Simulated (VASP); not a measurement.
# Si4C (I4_1/amd) in VASP: single point with PBE

Aim: the single point of Si4C with PBE.

All numbers are computed with VASP 6.6.1; they aren't measurements. Logs are shortened: lines on timing, memory, paths and dates and some standing lists are left out, and cuts for length are marked.

### Step 1. The cell of the first run

It takes space group I4_1/amd (No. 141, tetragonal). The conventional cell has a = 3.527 Å, b = 3.527 Å, c = 25.535 Å, α = 90.00°, β = 90.00°, γ = 90.00°. Within 2.7 Å of Si (site symmetry 2mm) lie 2 C at 2.03 Å and 2 Si at 2.30 Å. Si (site symmetry 2mm) has 4 Si at 2.28 to 2.30 Å within 3.0 Å. C (site symmetry -4m2) has 4 Si at 2.03 Å within 2.7 Å.

### Step 2. Single point, PBE, collinear spin

Input file INCAR:

```
PREC = Accurate
ENCUT = 600
EDIFF = 1E-6
ISMEAR = 0
SIGMA = 0.1
LREAL = F
LASPH = T
NELM = 200
ALGO = Normal
ISIF = 2
LWAVE = F
LCHARG = F
ISPIN = 2
MAGMOM = 0 0 0 0 0 0 0 0 1 1
LORBIT = 11
GGA = PE
NBANDS = 35
GGA_COMPAT = F
```

Input file KPOINTS:

```
regular mesh
0
Gamma
  6 6 6
```

Input file POSCAR:

```
Si4C
1.0
   -1.7637452633      1.7637452633     12.7673504208
    1.7637452633     -1.7637452633     12.7673504208
    1.7637452633      1.7637452633    -12.7673504208
Si C
8 2
Direct
    0.5390275472      0.0390275472      0.5000000000
    0.5968418629      0.5968418629      0.0000000000
    0.1531581371      0.6531581371      0.5000000000
    0.2109724528      0.2109724528      0.0000000000
    0.7890275472      0.7890275472      0.0000000000
    0.3468418629      0.8468418629      0.5000000000
    0.4031581371      0.4031581371      0.0000000000
    0.9609724528      0.4609724528      0.5000000000
    0.7500000000      0.2500000000      0.5000000000
    0.0000000000      0.0000000000      0.0000000000
```

Potentials or basis: VASP PAW PBE potentials, release 64 (Si, C).

Command:

```bash
$ cat potpaw_PBE.64/Si/POTCAR potpaw_PBE.64/C/POTCAR > POTCAR
$ mpirun -np 1 vasp_std > vasp.out
```

OUTCAR:

```text
PREC = Accurate
   ENCUT = 600
   EDIFF = 1E-6
   ISMEAR = 0
   LREAL = F
   LASPH = T
   NELM = 200
   ISIF = 2
   ISPIN = 2
   LORBIT = 11
   GGA = PE

 ion  position               nearest neighbor table
   1  0.539  0.039  0.500-  10 2.03  10 2.03   2 2.30   2 2.30
   2  0.597  0.597  0.000-   3 2.28   3 2.28   1 2.30   1 2.30
   3  0.153  0.653  0.500-   2 2.28   2 2.28   4 2.30   4 2.30
   4  0.211  0.211  0.000-   9 2.03   9 2.03   3 2.30   3 2.30
   5  0.789  0.789  0.000-   9 2.03   9 2.03   6 2.30   6 2.30
   6  0.347  0.847  0.500-   7 2.28   7 2.28   5 2.30   5 2.30
   7  0.403  0.403  0.000-   6 2.28   6 2.28   8 2.30   8 2.30
   8  0.961  0.461  0.500-  10 2.03  10 2.03   7 2.30   7 2.30
   9  0.750  0.250  0.500-   5 2.03   4 2.03   5 2.03   4 2.03
  10  0.000  0.000  0.000-   1 2.03   8 2.03   1 2.03   8 2.03

  LATTYP: Found a body centered tetragonal cell.
 ALAT       =     3.5274905266
 C/A-ratio  =     7.2387723366

  Lattice vectors:

 A1 = (  -1.7637452633,   1.7637452633,  12.7673504208)
 A2 = (   1.7637452633,  -1.7637452633,  12.7673504208)
 A3 = (   1.7637452633,   1.7637452633, -12.7673504208)

Analysis of symmetry for initial positions (statically):
=====================================================================
 Subroutine PRICEL returns:
 Original cell was already a primitive cell.

 Routine SETGRP: Setting up the symmetry group for a
 body centered tetragonal supercell.

 Subroutine GETGRP returns: Found 16 space group operations
 (whereof  8 operations were pure point group operations)
 out of a pool of 16 trial point group operations.

The static configuration has the point symmetry D_2d.
 The point group associated with its full space group is D_4h.

Analysis of symmetry for dynamics (positions and initial velocities):
=====================================================================
 Subroutine PRICEL returns:
 Original cell was already a primitive cell.

 Routine SETGRP: Setting up the symmetry group for a
 body centered tetragonal supercell.

 Subroutine GETGRP returns: Found 16 space group operations
 (whereof  8 operations were pure point group operations)
 out of a pool of 16 trial point group operations.

The dynamic configuration has the point symmetry D_2d.
 The point group associated with its full space group is D_4h.

Analysis of structural, dynamic, and magnetic symmetry:
=====================================================================
 Subroutine PRICEL returns:
 Original cell was already a primitive cell.

 Routine SETGRP: Setting up the symmetry group for a
 body centered tetragonal supercell.

 Subroutine GETGRP returns: Found 16 space group operations
 (whereof  8 operations were pure point group operations)
 out of a pool of 16 trial point group operations.

The overall configuration has the point symmetry D_2d.
 The point group associated with its full space group is D_4h.

 Subroutine INISYM returns: Found 16 space group operations
 (whereof  8 operations are pure point group operations),
 and found     1 'primitive' translations

----------------------------------------------------------------------------------------

                                     Primitive cell

  volume of cell :     158.8666

  direct lattice vectors                    reciprocal lattice vectors
    -1.763745263  1.763745263 12.767350421     0.000000000  0.283487650  0.039162393
     1.763745263 -1.763745263 12.767350421     0.283487650  0.000000000  0.039162393
     1.763745263  1.763745263-12.767350421     0.283487650  0.283487650  0.000000000

  length of vectors
    13.008721362 13.008721362 13.008721362     0.286179910  0.286179910  0.400912079

  position of ions in fractional coordinates (direct lattice)
     0.539027547  0.039027547  0.500000000
     0.596841863  0.596841863  0.000000000
     0.153158137  0.653158137  0.500000000
     0.210972453  0.210972453  0.000000000
     0.789027547  0.789027547  0.000000000
     0.346841863  0.846841863  0.500000000
     0.403158137  0.403158137  0.000000000
     0.960972453  0.460972453  0.500000000
     0.750000000  0.250000000  0.500000000
     0.000000000  0.000000000  0.000000000

  ion indices of the primitive-cell ions
   primitive index   ion index
                 1           1
                 2           2
[... 74 lines left out ...]
   ISPIN  =      2    spin polarized calculation?
   LNONCOLLINEAR =      F non collinear calculations
   LSORBIT =      F    spin-orbit coupling
   LASPH  =      T    aspherical Exc in radial PAW
   ENCUT  =  600.0 eV  44.10 Ry    6.64 a.u.  25.98 25.98 25.98*2*pi/ulx,y,z
   NELM   =    200;   NELMIN=  2; NELMDL= -5     # of ELM steps
   EDIFF  = 0.1E-05   stopping-criterion for ELM
   LREAL  =      F    real-space projection
   EDIFFG = 0.1E-04   stopping-criterion for IOM
   NSW    =      0    number of steps for IOM
   IBRION =     -1    ionic relax: 0-MD 1-quasi-New 2-CG
   NFREE  =      0    steps in history (QN), initial steepest desc. (CG)
   ISIF   =      2    stress and relaxation
   ISYM   =      2    0-nonsym 1-usesym 2-fastsym
   POTIM  = 0.5000    time-step for ionic-motion
   TEBEG  =    0.0;   TEEND  =   0.0 temperature during run
   PSTRESS=    0.0 pullay stress
   NELECT =      40.0000    total number of electrons
   NUPDOWN=      -1.0000    fix difference up-down
   EMIN   =  10.00;   EMAX   =-10.00  energy-range for DOS
   EFERMI =   0.00;   METHOD = LEGACY
   ISMEAR =     0;   SIGMA  =   0.10  broadening in eV -4-tet -1-fermi 0-gaus
   EFERMI_NEDOS =   21; number of points for ismear=-14 and -15
   IALGO  =     38    algorithm
   IMIX   =      4    mixing-type and parameters
     AMIX     =   0.40;   BMIX     =  1.00
     AMIX_MAG =   1.60;   BMIX_MAG =  1.00
  volume/ion in A,a.u.               =      15.89       107.21
  Fermi-wavevector in a.u.,A,eV,Ry     =   1.033754  1.953512 14.539838  1.068648
  Thomas-Fermi vector in A             =   2.168016
   LORBIT       =     11    0 simple, 1 ext, 2 COOP (PROOUT), +10 PAW based schemes
   GGA     = PE    functional components
   LHFCALC =     F    Hartree Fock is set to
   AEXX    =    0.0000 exact exchange contribution
   IVDW    =     0    specifies the selected vdW correction
   LEPSILON=     F    determine dielectric tensor
   LRPA    =     F    only Hartree local field effects (RPA)
 spin polarized calculation
 Gauss-broadening in eV      SIGMA  =   0.10
  energy-cutoff  :      600.00
  volume of cell :      158.87
 maximum number of plane-waves:      5332
 NGX is ok and might be reduce to   108
   NGX = 51   NGY = 51   NGZ = 51

 number of electron      40.0000000 magnetization       0.0012365

 Free energy of the ion-electron system (eV)
  ---------------------------------------------------
  ext. energy  EPLUGINS =         0.00000000
  ---------------------------------------------------
  free energy    TOTEN  =       -59.09901901 eV

  energy without entropy =      -59.08625818  energy(sigma->0) =      -59.09263859

 E-fermi :   7.3331     XC(G=0): -10.0734

 val. band max:        7.3063116912   @ k =   0.5000   0.5000   0.5000
 cond. band min:       7.3370121480   @ k =  -0.1667  -0.3333   0.1667
 fundamental gap:      0.0307004568
 Fermi energy:         7.3330955157

 spin component 1

 k-point     1 :       0.0000    0.0000    0.0000
  band No.  band energies     occupation
      1      -7.0676      1.00000
      2      -6.8839      1.00000
      3      -4.8248      1.00000
      4      -3.6874      1.00000
      5      -2.6985      1.00000
      6      -0.3064      1.00000
[... 829 lines left out ...]
     31      11.4989      0.00000
     32      11.8354      0.00000

 [... further k-points ...]

 spin component 2

 k-point     1 :       0.0000    0.0000    0.0000
  band No.  band energies     occupation
      1      -7.0675      1.00000
      2      -6.8837      1.00000
      3      -4.8247      1.00000
      4      -3.6873      1.00000
      5      -2.6983      1.00000
      6      -0.3063      1.00000
[... 829 lines left out ...]
     31      11.4991      0.00000
     32      11.8357      0.00000

 [... further k-points ...]

 [bands above 32 left out]

------------------------ aborting loop because EDIFF is reached ----------------------------------------

  FORCE on cell =-STRESS in cart. coord.  units (eV):
  Direction    XX          YY          ZZ          XY          YZ          ZX
  --------------------------------------------------------------------------------------
  -------------------------------------------------------------------------------------
  Total        0.4962251      0.4962251      0.1182808      0.0000000      0.0000000      0.0000000
  in kB        5.0044557      5.0044557      1.1928679      0.0000000      0.0000000      0.0000000
  external PRESSURE =       3.7339264 kB  Pullay stress =       0.0000000 kB

 VOLUME and BASIS-vectors are now :
 -----------------------------------------------------------------------------
  energy-cutoff  :      600.00
  volume of cell :      158.87
      direct lattice vectors                 reciprocal lattice vectors
    -1.763745263  1.763745263 12.767350421     0.000000000  0.283487650  0.039162393
     1.763745263 -1.763745263 12.767350421     0.283487650  0.000000000  0.039162393
     1.763745263  1.763745263-12.767350421     0.283487650  0.283487650  0.000000000

 POSITION                                       TOTAL-FORCE (eV/Angst)
 -----------------------------------------------------------------------------------
      0.00000      1.76375      0.99656         0.000000      0.000000     -0.035838
      0.00000      0.00000     15.24018        -0.000000     -0.000000      0.044768
      1.76375      0.00000      3.91085         0.000000      0.000000     -0.044768
      0.00000      0.00000      5.38712         0.000000      0.000000      0.035838
      0.00000      0.00000     20.14758        -0.000000     -0.000000     -0.035838
      1.76375      0.00000      8.85650        -0.000000     -0.000000      0.044768
      0.00000      0.00000     10.29452         0.000000      0.000000     -0.044768
     -0.00000      1.76375     11.77079        -0.000000     -0.000000      0.035838
     -0.00000      1.76375      6.38368         0.000000      0.000000      0.000000
      0.00000      0.00000      0.00000         0.000000      0.000000      0.000000
 -----------------------------------------------------------------------------------
    total drift:                               -0.000000      0.000000     -0.000000

  FREE ENERGIE OF THE ION-ELECTRON SYSTEM (eV)
  ---------------------------------------------------
  free  energy   TOTEN  =       -59.0990190110 eV

  energy  without entropy=      -59.0862581753  energy(sigma->0) =      -59.09263859

 total charge

# of ion       s       p       d       tot
------------------------------------------
    1        0.729   0.898   0.000   1.626
    2        0.753   1.014   0.000   1.767
    3        0.753   1.014   0.000   1.767
    4        0.729   0.898   0.000   1.626
    5        0.729   0.898   0.000   1.626
    6        0.753   1.014   0.000   1.767
    7        0.753   1.014   0.000   1.767
    8        0.729   0.898   0.000   1.626
    9        0.837   1.490   0.000   2.327
   10        0.837   1.490   0.000   2.327
--------------------------------------------------
tot          7.600  10.627   0.000  18.226

 magnetization (x)

# of ion       s       p       d       tot
------------------------------------------
    1        0.000   0.000   0.000   0.000
    2       -0.000  -0.000   0.000  -0.000
    3       -0.000  -0.000   0.000  -0.000
    4        0.000   0.000   0.000   0.000
    5        0.000   0.000   0.000   0.000
    6       -0.000  -0.000   0.000  -0.000
    7       -0.000  -0.000   0.000  -0.000
    8        0.000   0.000   0.000   0.000
    9        0.000  -0.000   0.000  -0.000
   10        0.000  -0.000   0.000  -0.000
--------------------------------------------------
tot          0.000   0.000   0.000   0.000
```

It took 60 min on 1 thread of Intel Xeon 6975P-C (Granite Rapids), shared host; peak memory 3 GiB.

Results:

```
Free energy                                           : -59.0990 eV
Pressure                                              : 0.4 GPa
Largest force                                         : 0.045 eV/Å
Band gap on the k mesh                                : zero (filled and empty bands overlap)
Net moment                                            : 0.00 μB per cell
Valence electrons inside the program's atomic spheres : Si 1.63, 1.77 (each value once); C 2.33
```

Forces on the atoms (eV/Å):
```
Si   0.000  0.000 -0.036
Si   0.000  0.000  0.045
Si   0.000  0.000 -0.045
Si   0.000  0.000  0.036
Si   0.000  0.000 -0.036
Si   0.000  0.000  0.045
Si   0.000  0.000 -0.045
Si   0.000  0.000  0.036
C    0.000  0.000  0.000
C    0.000  0.000  0.000
```

Caveat: semilocal functionals underestimate gaps, and a narrow one can read as zero.

The gap in the log of VASP goes by the Fermi energy; the results here count the filled bands.